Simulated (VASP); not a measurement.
# Pd (P6/mmm) in VASP: notebook

Runs on Pd. Level: PBEsol. Tasks: single point.

Program: VASP 6.6.1. These are calculated values, not measurements. Logs are shortened: lines on timing, memory, paths and dates and some standing lists are left out, and cuts for length are marked.

**1. The cell of the first run**

The structure is hexagonal, space group P6/mmm (No. 191). Conventional cell: a = 2.663 Å, b = 2.663 Å, c = 2.488 Å, α = 90.00°, β = 90.00°, γ = 120.00°. Within 3.3 Å of Pd (site symmetry 6/mmm) lie 8 Pd at 2.49 to 2.66 Å.

This isn't the form of Pd at room conditions, which is fcc.

**2. Single point, PBEsol**

Input file INCAR:

```
PREC = Accurate ; ENCUT = 520
EDIFF = 1E-7 ; ISMEAR = 0
SIGMA = 0.1 ; LREAL = F
LASPH = T ; NELM = 100
ALGO = Normal ; ISIF = 2
LWAVE = F ; LCHARG = T
GGA = PS ; LELF = T
LVHAR = T ; NBANDS = 11
```

Input file KPOINTS:

```
Automatic mesh
0
Gamma
  9 9 8
```

Input file POSCAR:

```
Pd
1.0
    2.6625735786      0.0000000000      0.0000000000
   -1.3312867893      2.3058563585      0.0000000000
    0.0000000000      0.0000000000      2.4878421875
Pd
1
Direct
    0.0000000000      0.0000000000      0.0000000000
```

Potentials or basis: VASP PAW PBE potentials, release 64 (Pd).

Started as:

```sh
> cat potpaw_PBE.64/Pd/POTCAR > POTCAR
> mpirun -np 1 vasp_std > vasp.out
```

OUTCAR:

```text
PREC = Accurate
   ENCUT = 520
   EDIFF = 1E-7
   ISMEAR = 0
   LREAL = F
   LASPH = T
   NELM = 100
   ISIF = 2
   GGA = PS

 ion  position               nearest neighbor table
   1  0.000  0.000  0.000-

  LATTYP: Found a hexagonal cell.
 ALAT       =     2.6625735786
 C/A-ratio  =     0.9343750000

  Lattice vectors:

 A1 = (   2.6625735786,   0.0000000000,   0.0000000000)
 A2 = (  -1.3312867893,   2.3058563585,   0.0000000000)
 A3 = (   0.0000000000,   0.0000000000,   2.4878421875)

Analysis of symmetry for initial positions (statically):
=====================================================================
 Subroutine PRICEL returns:
 Original cell was already a primitive cell.

 Routine SETGRP: Setting up the symmetry group for a
 hexagonal supercell.

 Subroutine GETGRP returns: Found 24 space group operations
 (whereof 24 operations were pure point group operations)
 out of a pool of 24 trial point group operations.

The static configuration has the point symmetry D_6h.

Analysis of symmetry for dynamics (positions and initial velocities):
=====================================================================
 Subroutine PRICEL returns:
 Original cell was already a primitive cell.

 Routine SETGRP: Setting up the symmetry group for a
 hexagonal supercell.

 Subroutine GETGRP returns: Found 24 space group operations
 (whereof 24 operations were pure point group operations)
 out of a pool of 24 trial point group operations.

The dynamic configuration has the point symmetry D_6h.

 Subroutine INISYM returns: Found 24 space group operations
 (whereof 24 operations are pure point group operations),
 and found     1 'primitive' translations

----------------------------------------------------------------------------------------

                                     Primitive cell

  volume of cell :      15.2741

  direct lattice vectors                    reciprocal lattice vectors
     2.662573579  0.000000000  0.000000000     0.375576475  0.216839179  0.000000000
    -1.331286789  2.305856358  0.000000000     0.000000000  0.433678358  0.000000000
     0.000000000  0.000000000  2.487842188     0.000000000  0.000000000  0.401954756

  length of vectors
     2.662573579  2.662573579  2.487842188     0.433678358  0.433678358  0.401954756

  position of ions in fractional coordinates (direct lattice)
     0.000000000  0.000000000  0.000000000

  ion indices of the primitive-cell ions
   primitive index   ion index
                 1           1

----------------------------------------------------------------------------------------

 KPOINTS: Automatic mesh

Automatic generation of k-mesh.
 Grid dimensions read from file:
 generate k-points for:    9    9    8

 Generating k-lattice:

  Cartesian coordinates                     Fractional coordinates (reciprocal lattice)
     0.041730719  0.024093242  0.000000000     0.111111111  0.000000000  0.000000000
     0.000000000  0.048186484  0.000000000     0.000000000  0.111111111  0.000000000
     0.000000000  0.000000000  0.050244345     0.000000000  0.000000000  0.125000000

  Length of vectors
     0.048186484  0.048186484  0.050244345

  Shift w.r.t. Gamma in fractional coordinates (k-lattice)
     0.000000000  0.000000000  0.000000000

 Subroutine IBZKPT returns following result:
 ===========================================

 Found     60 irreducible k-points:

 Following reciprocal coordinates:
            Coordinates               Weight
  0.000000  0.000000  0.000000      1.000000
  0.111111  0.000000  0.000000      6.000000
  0.222222 -0.000000  0.000000      6.000000
  0.333333  0.000000  0.000000      6.000000
  0.444444 -0.000000  0.000000      6.000000
  0.111111  0.111111  0.000000      6.000000
[... 16 lines left out ...]
  0.333333  0.222222  0.125000     24.000000
  0.333333  0.333333  0.125000      4.000000
 [... further k-points ...]
   k-points           NKPTS =     60   k-points in BZ     NKDIM =     60   number of bands    NBANDS=     11
   number of dos      NEDOS =    301   number of ions     NIONS =      1
   total plane-waves  NPLWV =   8000
   dimension x,y,z NGX =    20 NGY =   20 NGZ =   20
   dimension x,y,z NGXF=    40 NGYF=   40 NGZF=   40
   ions per type =               1
   NGX,Y,Z   is equivalent  to a cutoff of  12.49, 12.49, 13.36 a.u.
   NGXF,Y,Z  is equivalent  to a cutoff of  24.98, 24.98, 26.73 a.u.
 SYSTEM =  unknown system
   PREC   = accura    normal or accurate (medium, high low for compatibility)
   ISTART =      0    job   : 0-new  1-cont  2-samecut
   ICHARG =      2    charge: 1-file 2-atom 10-const
   ISPIN  =      1    spin polarized calculation?
   LNONCOLLINEAR =      F non collinear calculations
   LSORBIT =      F    spin-orbit coupling
   LASPH  =      T    aspherical Exc in radial PAW
   ENCUT  =  520.0 eV  38.22 Ry    6.18 a.u.   4.95  4.95  4.63*2*pi/ulx,y,z
   NELM   =    100;   NELMIN=  2; NELMDL= -5     # of ELM steps
   EDIFF  = 0.1E-06   stopping-criterion for ELM
   LREAL  =      F    real-space projection
   EDIFFG = 0.1E-05   stopping-criterion for IOM
   NSW    =      0    number of steps for IOM
   IBRION =     -1    ionic relax: 0-MD 1-quasi-New 2-CG
   NFREE  =      0    steps in history (QN), initial steepest desc. (CG)
   ISIF   =      2    stress and relaxation
   ISYM   =      2    0-nonsym 1-usesym 2-fastsym
   POTIM  = 0.5000    time-step for ionic-motion
   TEBEG  =    0.0;   TEEND  =   0.0 temperature during run
   PSTRESS=    0.0 pullay stress
   NELECT =      10.0000    total number of electrons
   NUPDOWN=      -1.0000    fix difference up-down
   EMIN   =  10.00;   EMAX   =-10.00  energy-range for DOS
   EFERMI =   0.00;   METHOD = LEGACY
   ISMEAR =     0;   SIGMA  =   0.10  broadening in eV -4-tet -1-fermi 0-gaus
   EFERMI_NEDOS =   21; number of points for ismear=-14 and -15
   IALGO  =     38    algorithm
   IMIX   =      4    mixing-type and parameters
     AMIX     =   0.40;   BMIX     =  1.00
     AMIX_MAG =   1.60;   BMIX_MAG =  1.00
  volume/ion in A,a.u.               =      15.27       103.07
  Fermi-wavevector in a.u.,A,eV,Ry     =   1.421530  2.686302 27.493927  2.020747
  Thomas-Fermi vector in A             =   2.542330
   LORBIT       =      0    0 simple, 1 ext, 2 COOP (PROOUT), +10 PAW based schemes
   GGA     = PS    functional components
   LHFCALC =     F    Hartree Fock is set to
   AEXX    =    0.0000 exact exchange contribution
   IVDW    =     0    specifies the selected vdW correction
   LEPSILON=     F    determine dielectric tensor
   LRPA    =     F    only Hartree local field effects (RPA)
 non-spin polarized calculation
 Gauss-broadening in eV      SIGMA  =   0.10
  energy-cutoff  :      520.00
  volume of cell :       15.27
 maximum number of plane-waves:       435
 NGX is ok and might be reduce to    20
   NGX =  9   NGY =  9   NGZ =  9

 number of electron      10.0000002 magnetization

 Free energy of the ion-electron system (eV)
  ---------------------------------------------------
  ext. energy  EPLUGINS =         0.00000000
  ---------------------------------------------------
  free energy    TOTEN  =        -5.61961433 eV

  energy without entropy =       -5.61339728  energy(sigma->0) =       -5.61650581

 E-fermi :   9.2602     XC(G=0): -13.0941

 val. band max:        9.2209917564   @ k =   0.1111   0.1111   0.0000
 cond. band min:       9.3029009308   @ k =   0.4444   0.1111   0.3750
 fundamental gap:      0.0819091745
 Fermi energy:         9.2602195390

 k-point     1 :       0.0000    0.0000    0.0000
  band No.  band energies     occupation
      1       2.1604      2.00000
      2       3.8570      2.00000
      3       6.3073      2.00000
      4       6.3073      2.00000
      5       9.3622      0.14911
      6       9.3622      0.14911
      7      26.3440      0.00000
      8      26.6402      0.00000
      9      31.6734      0.00000
     10      31.6734      0.00000
     11      33.9353      0.00000

 k-point     2 :       0.1111    0.0000    0.0000
  band No.  band energies     occupation
      1       2.5794      2.00000
      2       3.9927      2.00000
      3       6.0917      2.00000
      4       6.6070      2.00000
      5       9.1292      1.93615
      6       9.3184      0.41041
      7      26.4298      0.00000
      8      27.3539      0.00000
      9      29.4476      0.00000
     10      30.2188      0.00000
     11      33.9595      0.00000

 k-point     3 :       0.2222   -0.0000    0.0000
  band No.  band energies     occupation
      1       3.5311      2.00000
      2       4.3193      2.00000
      3       5.9233      2.00000
      4       7.4296      2.00000
      5       8.5858      2.00000
      6       9.2090      1.53140
      7      23.7593      0.00000
      8      27.7449      0.00000
      9      29.2201      0.00000
     10      29.2635      0.00000
     11      33.1756      0.00000

 k-point     4 :       0.3333    0.0000    0.0000
  band No.  band energies     occupation
      1       4.0078      2.00000
      2       4.4012      2.00000
      3       7.2880      2.00000
      4       8.0328      2.00000
      5       8.5131      2.00000
      6       9.0870      1.98572
      7      19.7742      0.00000
      8      25.4597      0.00000
      9      29.8803      0.00000
     10      31.7345      0.00000
     11      32.2143      0.00000

 k-point     5 :       0.4444   -0.0000    0.0000
  band No.  band energies     occupation
      1       3.7957      2.00000
      2       4.6401      2.00000
      3       7.7011      2.00000
      4       9.0087      1.99962
      5       9.3465      0.22265
      6       9.4567      0.00545
      7      16.5041      0.00000
      8      24.0039      0.00000
      9      29.8262      0.00000
     10      31.6573      0.00000
     11      33.5985      0.00000
[... 211 lines left out ...]
 k-point    21 :       0.4444    0.1111    0.1250
  band No.  band energies     occupation
      1       4.2019      2.00000
      2       5.3525      2.00000
      3       6.5511      2.00000
      4       8.4414      2.00000
      5       8.6147      2.00000
      6      12.3896      0.00000
      7      15.9289      0.00000
      8      22.7250      0.00000
      9      29.2285      0.00000
     10      31.3194      0.00000
     11      34.1902      0.00000

 k-point    22 :       0.2222    0.2222    0.1250
  band No.  band energies     occupation
      1       5.1268      2.00000
      2       5.2176      2.00000
      3       5.7377      2.00000
      4       7.6800      2.00000
      5       8.3645      2.00000
      6      10.9505      0.00000
      7      20.3179      0.00000
      8      21.1166      0.00000
      9      28.4107      0.00000
     10      34.7823      0.00000
     11      35.2814      0.00000

 k-point    23 :       0.3333    0.2222    0.1250
  band No.  band energies     occupation
      1       5.0353      2.00000
      2       5.3785      2.00000
      3       6.3023      2.00000
      4       7.7371      2.00000
      5       8.1003      2.00000
      6      13.4477      0.00000
      7      16.9994      0.00000
      8      19.7496      0.00000
      9      29.7638      0.00000
     10      32.8104      0.00000
     11      35.3999      0.00000

 k-point    24 :       0.3333    0.3333    0.1250
  band No.  band energies     occupation
      1       5.4499      2.00000
      2       5.8198      2.00000
      3       5.8198      2.00000
      4       7.7292      2.00000
      5       7.7292      2.00000
      6      16.4365      0.00000
      7      16.4365      0.00000
      8      16.4847      0.00000
      9      31.4484      0.00000
     10      31.4484      0.00000
     11      35.3896      0.00000

 [... further k-points ...]

------------------------ aborting loop because EDIFF is reached ----------------------------------------

  FORCE on cell =-STRESS in cart. coord.  units (eV):
  Direction    XX          YY          ZZ          XY          YZ          ZX
  --------------------------------------------------------------------------------------
  -------------------------------------------------------------------------------------
  Total       -0.2009221     -0.2009221      1.9755948      0.0000000     -0.0000000      0.0000000
  in kB      -21.0756806    -21.0756806    207.2295894      0.0000000     -0.0000000      0.0000000
  external PRESSURE =      55.0260761 kB  Pullay stress =       0.0000000 kB

 VOLUME and BASIS-vectors are now :
 -----------------------------------------------------------------------------
  energy-cutoff  :      520.00
  volume of cell :       15.27
      direct lattice vectors                 reciprocal lattice vectors
     2.662573579  0.000000000  0.000000000     0.375576475  0.216839179  0.000000000
    -1.331286789  2.305856358  0.000000000     0.000000000  0.433678358  0.000000000
     0.000000000  0.000000000  2.487842188     0.000000000  0.000000000  0.401954756

 POSITION                                       TOTAL-FORCE (eV/Angst)
 -----------------------------------------------------------------------------------
      0.00000      0.00000      0.00000         0.000000      0.000000      0.000000
 -----------------------------------------------------------------------------------
    total drift:                               -0.000000      0.000000     -0.000000

  FREE ENERGIE OF THE ION-ELECTRON SYSTEM (eV)
  ---------------------------------------------------
  free  energy   TOTEN  =        -5.6196143298 eV

  energy  without entropy=       -5.6133972823  energy(sigma->0) =       -5.61650581
```

It took 4.8 s on 1 thread of AMD EPYC 9R45 (Zen 5), shared host; peak memory 0.1 GiB.

What came out:

- Free energy: -5.6196 eV
- Pressure: 5.5 GPa
- Band gap on the k mesh: zero (bands 5 and 6 overlap by 2.58 eV)

Caveat: the stress differs along the axes, from -2 to 21 GPa; the PAW data sets were made with another functional, which shifts forces and pressure a little.

**3. Single point, PBEsol**

This run uses another cell than the first one, of 15.76 Å³/atom.

Input file INCAR:

```
ALGO     = Fast           # electronic algorithm
EDIFF    = 1E-7           # SCF threshold, eV
ENCUT    = 520            # plane-wave cutoff, eV
GGA      = PS             # functional
ISIF     = 2              # what is computed and relaxed
ISMEAR   = 0              # smearing method
LASPH    = T              # aspherical terms in the spheres
LCHARG   = T              # write CHGCAR
LELF     = T              # ELF
LREAL    = F              # projectors in reciprocal space
LVHAR    = T            
LWAVE    = F              # write WAVECAR
NBANDS   = 11             # bands
NELM     = 100            # most SCF steps
PREC     = Accurate       # precision mode
SIGMA    = 0.1            # smearing width, eV
```

Input file KPOINTS:

```
k-points
0
Gamma
  9 9 8
```

Input file POSCAR:

```
Pd
1.0
    2.6468131506      0.0000000000      0.0000000000
   -1.3234065753      2.2922074275      0.0000000000
    0.0000000000      0.0000000000      2.5977068162
Pd
1
Direct
    0.0000000000      0.0000000000      0.0000000000
```

Potentials or basis: VASP PAW PBE potentials, release 64 (Pd).

Started as:

```sh
> cat potpaw_PBE.64/Pd/POTCAR > POTCAR
> mpirun -np 1 vasp_std > vasp.out
```

It took 5.6 s on 1 thread of AMD EPYC 9R45 (Zen 5), shared host; peak memory 0.1 GiB.

The run converged. Its results:

```
Free energy            : -5.6604 eV
Pressure               : -0.5 GPa
Band gap on the k mesh : zero (bands 5 and 6 overlap by 2.08 eV)
```

Stress tensor (GPa, compression positive):
```
-0.46  0.00  0.00
 0.00 -0.46  0.00
 0.00  0.00 -0.56
```

Levels at points of the mesh, in eV from the Fermi level:
| k point | band 2 | band 3 | band 4 | band 5 | band 6 | band 7 | band 8 | band 9 |
| --- | --- | --- | --- | --- | --- | --- | --- | --- |
| (0.00, 0.00, 0.00) | -4.94 | -2.77 | -2.77 | 0.09 | 0.09 | 15.81 | 17.57 | 23.09 |
| (0.00, 0.00, 0.50) | -2.45 | -2.45 | -1.31 | -1.31 | -0.22 | 4.82 | 20.49 | 23.76 |

Caveat: the PAW data sets were made with another functional, which shifts forces and pressure a little.

The gap in the log of VASP goes by the Fermi energy; the results here count the filled bands.